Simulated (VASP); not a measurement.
A run of VASP 6.6.1:

The input INCAR:

```
ALGO     = Normal         # electronic algorithm
EDIFF    = 1E-7           # SCF threshold, eV
EDIFFG   = -0.04          # ionic threshold
ENCUT    = 600            # plane-wave cutoff, eV
GGA      = PE             # functional
IBRION   = 2              # ionic algorithm
ISIF     = 3              # what is computed and relaxed
ISMEAR   = 0              # smearing method
LASPH    = True           # aspherical terms in the spheres
LCHARG   = False          # write CHGCAR
LREAL    = False          # projectors in reciprocal space
LWAVE    = False          # write WAVECAR
NELM     = 100            # most SCF steps
NSW      = 90             # ionic steps
PREC     = Accurate       # precision mode
SIGMA    = 0.1            # smearing width, eV
```

The input KPOINTS:

```
k-points
0
Gamma
  4 4 6
```

Contents of POSCAR:

```
Ge
1.0
    3.4114171408     -3.6900548552      0.0000000000
    3.4114171408      3.6900548552      0.0000000000
    0.0000000000      0.0000000000      3.6310970733
Ge
4
Direct
    0.4523916459      0.1792009831      0.2500000000
    0.5476083541      0.8207990169      0.7500000000
    0.8207990169      0.5476083541      0.2500000000
    0.1792009831      0.4523916459      0.7500000000
```

Potentials or basis: VASP PAW PBE potentials, release 64 (Ge_d).

Command:

```sh
$ cat potpaw_PBE.64/Ge_d/POTCAR > POTCAR
$ mpirun -np 1 vasp_std > vasp.out
```

Hardware: 1 thread of Intel(R) Xeon(R) 6975P-C (Granite Rapids), with other jobs on the host.

Q: Estimate the wall time of this run.

A: It took 2.8 min on 1 thread of Intel(R) Xeon(R) 6975P-C (Granite Rapids) (shared host), peak memory 0.25 GiB. Counts: scf iterations 56, k points 28, ion steps 6.
